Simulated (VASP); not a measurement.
# BP (I-4m2) in VASP: a series of runs

Runs on BP. Level: r2SCAN. Tasks: single point.

Program: VASP 6.6.1. These are calculated values, not measurements. Logs are shortened: lines on timing, memory, paths and dates and some standing lists are left out, and cuts for length are marked.

## (1) The cell of the first run

The structure is tetragonal, space group I-4m2 (No. 119). The conventional cell has a = 3.080 Å, b = 3.080 Å, c = 4.538 Å, α = 90.00°, β = 90.00°, γ = 90.00°. Within 2.5 Å of B (site symmetry -4m2) lie 4 P at 1.91 Å. Within 2.5 Å of P (site symmetry -4m2) lie 4 B at 1.91 Å.

## (2) Single point, r2SCAN (strain -0.040 along x and y, +0.000 along z)

Input file POSCAR:

```
BP
1.0
    0.0000000000      2.1782400000      2.2690000000
    2.1782400000      0.0000000000      2.2690000000
    2.1782400000      2.1782400000      0.0000000000
B P
1 1
Direct
    0.0000000000      0.0000000000      0.0000000000
    0.7500000000      0.7500000000      0.7500000000
```

Input file INCAR.step1:

```
SYSTEM = BP
PREC     = Accurate       ! precision mode
ENCUT    = 520            ! plane-wave cutoff, eV
ISMEAR   = 0              ! smearing method
SIGMA    = 0.05           ! smearing width, eV
LREAL    = .False.        ! projectors in reciprocal space
LASPH    = .True.         ! aspherical terms in the spheres
NELM     = 80             ! most SCF steps
NBANDS   = 11             ! bands
GGA      = PE             ! functional
ALGO     = Normal         ! electronic algorithm
EDIFF    = 1E-4           ! SCF threshold, eV
LWAVE    = .True.         ! write WAVECAR
LCHARG   = .False.        ! write CHGCAR
```

Input file INCAR.step2:

```
SYSTEM = BP
PREC     = Accurate       ! precision mode
ENCUT    = 520            ! plane-wave cutoff, eV
EDIFF    = 1E-6           ! SCF threshold, eV
ISMEAR   = 0              ! smearing method
SIGMA    = 0.05           ! smearing width, eV
LREAL    = .False.        ! projectors in reciprocal space
LASPH    = .True.         ! aspherical terms in the spheres
NELM     = 80             ! most SCF steps
ALGO     = Normal         ! electronic algorithm
ISIF     = 2              ! what is computed and relaxed
LWAVE    = .False.        ! write WAVECAR
LCHARG   = .False.        ! write CHGCAR
METAGGA  = R2SCAN         ! meta-GGA
LMIXTAU  = .True.       
NBANDS   = 11             ! bands
ISTART   = 1
```

Input file KPOINTS:

```
Automatic mesh
0
Gamma
  10 10 10
  0 0 0
```

Potentials or basis: VASP PAW PBE potentials, release 64 (B, P).

Run with:

```console
$ cat potpaw_PBE.64/B/POTCAR potpaw_PBE.64/P/POTCAR > POTCAR
$ cp INCAR.step1 INCAR
$ mpirun -np 1 vasp_std > vasp.out
$ cp INCAR.step2 INCAR
$ mpirun -np 1 vasp_std > vasp.out
```

OUTCAR:

```text
SYSTEM = BP
   PREC = Accurate
   ENCUT = 520
   EDIFF = 1E-6
   ISMEAR = 0
   LREAL = .False.
   LASPH = .True.
   NELM = 80
   ISIF = 2
   METAGGA = R2SCAN
   ISTART = 1

 ion  position               nearest neighbor table
   1  0.000  0.000  0.000-   2 1.91   2 1.91   2 1.91   2 1.91
   2  0.750  0.750  0.750-   1 1.91   1 1.91   1 1.91   1 1.91

  LATTYP: Found a body centered tetragonal cell.
 ALAT       =     3.0804965501
 C/A-ratio  =     1.4731391275

  Lattice vectors:

 A1 = (  -2.1782400000,   0.0000000000,   2.2690000000)
 A2 = (   2.1782400000,   0.0000000000,   2.2690000000)
 A3 = (   0.0000000000,   2.1782400000,  -2.2690000000)

Analysis of symmetry for initial positions (statically):
=====================================================================
 Subroutine PRICEL returns:
 Original cell was already a primitive cell.

 Routine SETGRP: Setting up the symmetry group for a
 body centered tetragonal supercell.

 Subroutine GETGRP returns: Found  8 space group operations
 (whereof  8 operations were pure point group operations)
 out of a pool of 16 trial point group operations.

The static configuration has the point symmetry D_2d.

Analysis of symmetry for dynamics (positions and initial velocities):
=====================================================================
 Subroutine PRICEL returns:
 Original cell was already a primitive cell.

 Routine SETGRP: Setting up the symmetry group for a
 body centered tetragonal supercell.

 Subroutine GETGRP returns: Found  8 space group operations
 (whereof  8 operations were pure point group operations)
 out of a pool of 16 trial point group operations.

The dynamic configuration has the point symmetry D_2d.

 Subroutine INISYM returns: Found  8 space group operations
 (whereof  8 operations are pure point group operations),
 and found     1 'primitive' translations

----------------------------------------------------------------------------------------

                                     Primitive cell

  volume of cell :      21.5316

  direct lattice vectors                    reciprocal lattice vectors
     0.000000000  2.178240000  2.269000000    -0.229543117  0.229543117  0.220361393
     2.178240000  0.000000000  2.269000000     0.229543117 -0.229543117  0.220361393
     2.178240000  2.178240000  0.000000000     0.229543117  0.229543117 -0.220361393

  length of vectors
     3.145328361  3.145328361  3.080496550     0.392350900  0.392350900  0.392350900

  position of ions in fractional coordinates (direct lattice)
     0.000000000  0.000000000  0.000000000
     0.750000000  0.750000000  0.750000000

  ion indices of the primitive-cell ions
   primitive index   ion index
                 1           1
                 2           2

----------------------------------------------------------------------------------------

 KPOINTS: Automatic mesh

Automatic generation of k-mesh.
 Grid dimensions read from file:
 generate k-points for:   10   10   10

 Generating k-lattice:

  Cartesian coordinates                     Fractional coordinates (reciprocal lattice)
    -0.022954312  0.022954312  0.022036139     0.100000000  0.000000000  0.000000000
     0.022954312 -0.022954312  0.022036139     0.000000000  0.100000000  0.000000000
     0.022954312  0.022954312 -0.022036139    -0.000000000 -0.000000000  0.100000000

  Length of vectors
     0.039235090  0.039235090  0.039235090

  Shift w.r.t. Gamma in fractional coordinates (k-lattice)
     0.000000000  0.000000000  0.000000000

 Subroutine IBZKPT returns following result:
 ===========================================

 Found    102 irreducible k-points:

 Following reciprocal coordinates:
            Coordinates               Weight
  0.000000  0.000000  0.000000      1.000000
  0.100000  0.000000  0.000000      8.000000
  0.200000  0.000000  0.000000      8.000000
  0.300000  0.000000  0.000000      8.000000
  0.400000  0.000000  0.000000      8.000000
  0.500000  0.000000  0.000000      4.000000
[... 16 lines left out ...]
  0.300000  0.300000  0.000000      2.000000
  0.400000  0.300000  0.000000      8.000000
 [... further k-points ...]
   k-points           NKPTS =    102   k-points in BZ     NKDIM =    102   number of bands    NBANDS=     11
   number of dos      NEDOS =    301   number of ions     NIONS =      2
   total plane-waves  NPLWV =  13824
   dimension x,y,z NGX =    24 NGY =   24 NGZ =   24
   dimension x,y,z NGXF=    48 NGYF=   48 NGZF=   48
   ions per type =               1   1
   NGX,Y,Z   is equivalent  to a cutoff of  12.69, 12.69, 12.95 a.u.
   NGXF,Y,Z  is equivalent  to a cutoff of  25.37, 25.37, 25.90 a.u.
 SYSTEM =  BP
   PREC   = accura    normal or accurate (medium, high low for compatibility)
   ISTART =      1    job   : 0-new  1-cont  2-samecut
   ICHARG =      0    charge: 1-file 2-atom 10-const
   ISPIN  =      1    spin polarized calculation?
   LNONCOLLINEAR =      F non collinear calculations
   LSORBIT =      F    spin-orbit coupling
   LASPH  =      T    aspherical Exc in radial PAW
   ENCUT  =  520.0 eV  38.22 Ry    6.18 a.u.   5.85  5.85  5.73*2*pi/ulx,y,z
   NELM   =     80;   NELMIN=  2; NELMDL=  0     # of ELM steps
   EDIFF  = 0.1E-05   stopping-criterion for ELM
   LREAL  =      F    real-space projection
[... 7 lines left out ...]
   TEBEG  =    0.0;   TEEND  =   0.0 temperature during run
   PSTRESS=    0.0 pullay stress
   NELECT =       8.0000    total number of electrons
   NUPDOWN=      -1.0000    fix difference up-down
   EMIN   =  10.00;   EMAX   =-10.00  energy-range for DOS
   EFERMI =   0.00;   METHOD = LEGACY
   ISMEAR =     0;   SIGMA  =   0.05  broadening in eV -4-tet -1-fermi 0-gaus
   EFERMI_NEDOS =   21; number of points for ismear=-14 and -15
   IALGO  =     38    algorithm
   IMIX   =      4    mixing-type and parameters
     AMIX     =   0.40;   BMIX     =  1.00
     AMIX_MAG =   1.60;   BMIX_MAG =  1.00
  volume/ion in A,a.u.               =      10.77        72.65
  Fermi-wavevector in a.u.,A,eV,Ry     =   1.176918  2.224052 18.845917  1.385136
  Thomas-Fermi vector in A             =   2.313274
   LORBIT       =      0    0 simple, 1 ext, 2 COOP (PROOUT), +10 PAW based schemes
   METAGGA = R2SCAN    functional components
   LHFCALC =     F    Hartree Fock is set to
   AEXX    =    0.0000 exact exchange contribution
   IVDW    =     0    specifies the selected vdW correction
   LEPSILON=     F    determine dielectric tensor
   LRPA    =     F    only Hartree local field effects (RPA)
 non-spin polarized calculation
 Gauss-broadening in eV      SIGMA  =   0.05
  energy-cutoff  :      520.00
  volume of cell :       21.53
 maximum number of plane-waves:       604
   NGX = 11   NGY = 11   NGZ = 11

 number of electron       7.9999999 magnetization

 Free energy of the ion-electron system (eV)
  ---------------------------------------------------
  ext. energy  EPLUGINS =         0.00000000
  ---------------------------------------------------
  free energy    TOTEN  =       -17.20825015 eV

  energy without entropy =      -17.20825015  energy(sigma->0) =      -17.20825015

 E-fermi :   8.8148     XC(G=0): -11.8763

 val. band max:        8.5473276732   @ k =   0.0000   0.0000   0.0000
 cond. band min:       9.5466026686   @ k =   0.4000   0.0000   0.4000
 fundamental gap:      0.9992749954
 Fermi energy:         8.8147784463

 k-point     1 :       0.0000    0.0000    0.0000
  band No.  band energies     occupation
      1      -8.6419      2.00000
      2       8.0827      2.00000
      3       8.5473      2.00000
      4       8.5473      2.00000
      5      12.1009      0.00000
      6      12.1009      0.00000
      7      12.3398      0.00000
      8      17.7029      0.00000
      9      20.6360      0.00000
     10      21.4640      0.00000
     11      21.8848      0.00000

 k-point     2 :       0.1000    0.0000    0.0000
  band No.  band energies     occupation
      1      -8.4395      2.00000
      2       6.9307      2.00000
      3       7.9175      2.00000
      4       8.2315      2.00000
      5      12.5325      0.00000
      6      12.5762      0.00000
      7      12.9209      0.00000
      8      18.1521      0.00000
      9      20.0198      0.00000
     10      21.0562      0.00000
     11      22.0997      0.00000

 k-point     3 :       0.2000    0.0000    0.0000
  band No.  band energies     occupation
      1      -7.8392      2.00000
      2       4.3670      2.00000
      3       7.2222      2.00000
      4       7.6462      2.00000
      5      12.9215      0.00000
      6      13.4427      0.00000
      7      13.6274      0.00000
      8      19.1177      0.00000
      9      19.6569      0.00000
     10      20.2165      0.00000
     11      23.0269      0.00000

 k-point     4 :       0.3000    0.0000    0.0000
  band No.  band energies     occupation
      1      -6.8694      2.00000
      2       1.7414      2.00000
      3       6.6269      2.00000
      4       7.1475      2.00000
      5      12.8728      0.00000
      6      13.8515      0.00000
      7      13.8757      0.00000
      8      19.7675      0.00000
      9      20.6366      0.00000
     10      20.6790      0.00000
     11      23.4547      0.00000

 k-point     5 :       0.4000    0.0000    0.0000
  band No.  band energies     occupation
      1      -5.6408      2.00000
      2      -0.5410      2.00000
      3       6.2471      2.00000
      4       6.8386      2.00000
      5      12.6967      0.00000
      6      13.7521      0.00000
      7      13.8044      0.00000
      8      19.7433      0.00000
      9      22.4721      0.00000
     10      22.7610      0.00000
     11      24.5612      0.00000
[... 211 lines left out ...]
 k-point    21 :      -0.3000    0.2000    0.0000
  band No.  band energies     occupation
      1      -5.3330      2.00000
      2       0.5142      2.00000
      3       2.9252      2.00000
      4       6.5713      2.00000
      5      13.1018      0.00000
      6      15.2528      0.00000
      7      15.9318      0.00000
      8      19.0038      0.00000
      9      19.5520      0.00000
     10      22.9461      0.00000
     11      26.7575      0.00000

 k-point    22 :      -0.2000    0.2000    0.0000
  band No.  band energies     occupation
      1      -6.4901      2.00000
      2       2.5116      2.00000
      3       3.4704      2.00000
      4       7.3211      2.00000
      5      13.7801      0.00000
      6      14.2998      0.00000
      7      15.2726      0.00000
      8      17.8984      0.00000
      9      18.6076      0.00000
     10      23.7692      0.00000
     11      26.3156      0.00000

 k-point    23 :       0.3000    0.3000    0.0000
  band No.  band energies     occupation
      1      -6.3831      2.00000
      2       2.8077      2.00000
      3       5.0208      2.00000
      4       5.0208      2.00000
      5      10.4300      0.00000
      6      12.7374      0.00000
      7      18.4011      0.00000
      8      18.4011      0.00000
      9      23.1349      0.00000
     10      24.2546      0.00000
     11      26.8608      0.00000

 k-point    24 :       0.4000    0.3000    0.0000
  band No.  band energies     occupation
      1      -5.4791      2.00000
      2       1.4171      2.00000
      3       3.9580      2.00000
      4       4.7132      2.00000
      5      10.7375      0.00000
      6      12.6253      0.00000
      7      19.1330      0.00000
      8      19.1546      0.00000
      9      24.0961      0.00000
     10      25.1093      0.00000
     11      27.5263      0.00000

 [... further k-points ...]

------------------------ aborting loop because EDIFF is reached ----------------------------------------

  FORCE on cell =-STRESS in cart. coord.  units (eV):
  Direction    XX          YY          ZZ          XY          YZ          ZX
  --------------------------------------------------------------------------------------
  -------------------------------------------------------------------------------------
  Total        2.6457934      2.6457934      0.8510245      0.0000000      0.0000000      0.0000000
  in kB      196.8749972    196.8749972     63.3252211      0.0000000      0.0000000      0.0000000
  external PRESSURE =     152.3584052 kB  Pullay stress =       0.0000000 kB

 VOLUME and BASIS-vectors are now :
 -----------------------------------------------------------------------------
  energy-cutoff  :      520.00
  volume of cell :       21.53
      direct lattice vectors                 reciprocal lattice vectors
     0.000000000  2.178240000  2.269000000    -0.229543117  0.229543117  0.220361393
     2.178240000  0.000000000  2.269000000     0.229543117 -0.229543117  0.220361393
     2.178240000  2.178240000  0.000000000     0.229543117  0.229543117 -0.220361393

 POSITION                                       TOTAL-FORCE (eV/Angst)
 -----------------------------------------------------------------------------------
      0.00000      0.00000      0.00000         0.000000      0.000000      0.000000
      3.26736      3.26736      3.40350        -0.000000     -0.000000     -0.000000
 -----------------------------------------------------------------------------------
    total drift:                                0.000000      0.000000     -0.000000

  FREE ENERGIE OF THE ION-ELECTRON SYSTEM (eV)
  ---------------------------------------------------
  free  energy   TOTEN  =       -17.2082501518 eV

  energy  without entropy=      -17.2082501518  energy(sigma->0) =      -17.20825015
```

Run time: 89 s. Hardware: 1 thread of Intel Xeon 8259CL, shared host; peak memory 0.15 GiB.

Results:

```yaml
Free_energy: -17.2083 eV
Pressure: 15.2 GPa
Band_gap_on_the_k_mesh: 1.00 eV (least direct gap 3.55 eV)
```

Levels at points of the mesh, in eV from the valence-band top:
| k point | band 1 | band 2 | band 3 | band 4 | band 5 | band 6 | band 7 | band 8 |
| --- | --- | --- | --- | --- | --- | --- | --- | --- |
| (0.00, 0.00, 0.00) | -17.19 | -0.46 | 0.00 | 0.00 | 3.55 | 3.55 | 3.79 | 9.16 |
| (0.50, 0.00, 0.00) | -13.36 | -10.27 | -2.43 | -1.81 | 4.06 | 5.14 | 5.17 | 11.10 |
| (0.50, 0.50, 0.00) | -11.88 | -10.00 | -4.48 | -4.48 | 1.55 | 2.12 | 13.75 | 13.75 |
| (0.50, 0.00, 0.50) | -11.41 | -9.59 | -5.01 | -4.91 | 1.06 | 1.47 | 13.09 | 14.19 |

Caveat: the cell differs from its parent crystal (strain -0.040 along x and y, +0.000 along z); the stress differs along the axes, from 6 to 20 GPa; the PAW data sets were made with another functional, which shifts forces and pressure a little.

## (3) Single point, r2SCAN (strain +0.000 along x and y, +0.040 along z)

Input file POSCAR:

```
BP
1.0
    0.0000000000      2.2690000000      2.3597600000
    2.2690000000      0.0000000000      2.3597600000
    2.2690000000      2.2690000000      0.0000000000
B P
1 1
Direct
    0.0000000000      0.0000000000      0.0000000000
    0.7500000000      0.7500000000      0.7500000000
```

Input file INCAR.step1:

```
SYSTEM = BP
ALGO = Normal
EDIFF = 1E-4
ENCUT = 520
GGA = PE
ISMEAR = 0
LASPH = .True.
LCHARG = .False.
LREAL = .False.
LWAVE = .True.
NBANDS = 11
NELM = 100
PREC = Accurate
SIGMA = 0.05
```

Input file INCAR.step2:

```
SYSTEM = BP
ALGO = Normal
EDIFF = 1E-7
ENCUT = 520
ISIF = 2
ISMEAR = 0
ISTART = 1
LASPH = .True.
LCHARG = .False.
LMIXTAU = .True.
LREAL = .False.
LWAVE = .False.
METAGGA = R2SCAN
NBANDS = 11
NELM = 100
PREC = Accurate
SIGMA = 0.05
```

Input file KPOINTS:

```
k-points
0
Gamma
  10 10 10
  0 0 0
```

Potentials or basis: VASP PAW PBE potentials, release 64 (B, P).

Run with:

```console
$ cat potpaw_PBE.64/B/POTCAR potpaw_PBE.64/P/POTCAR > POTCAR
$ cp INCAR.step1 INCAR
$ mpirun -np 1 vasp_std > vasp.out
$ cp INCAR.step2 INCAR
$ mpirun -np 1 vasp_std > vasp.out
```

Run time: 2 min. Hardware: 1 thread of Intel Xeon 8259CL, shared host; peak memory 0.15 GiB.

It converged, with:

```
Free energy            : -17.2672 eV
Pressure               : -6.8 GPa
Band gap on the k mesh : 1.19 eV (least direct gap 3.37 eV)
```

Stress tensor (GPa, compression positive):
```
 -2.95   0.00   0.00
  0.00  -2.95   0.00
  0.00   0.00 -14.44
```

Levels at points of the mesh, in eV from the valence-band top:
```csv
k point,band 1,band 2,band 3,band 4,band 5,band 6,band 7,band 8
"(0.00, 0.00, 0.00)",-16.04,-0.42,0.00,0.00,3.37,3.37,3.61,7.22
"(0.50, 0.00, 0.00)",-12.70,-9.35,-2.22,-1.69,3.56,4.88,5.06,10.65
"(0.50, 0.50, 0.00)",-11.35,-9.29,-4.06,-4.06,1.78,2.18,12.53,12.53
"(0.50, 0.00, 0.50)",-10.97,-8.94,-4.51,-4.43,1.33,1.62,12.07,12.88
```

Caveat: the cell differs from its parent crystal (strain +0.000 along x and y, +0.040 along z); the stress differs along the axes, from -14 to -3 GPa; the PAW data sets were made with another functional, which shifts forces and pressure a little. A k mesh can miss the band edges.
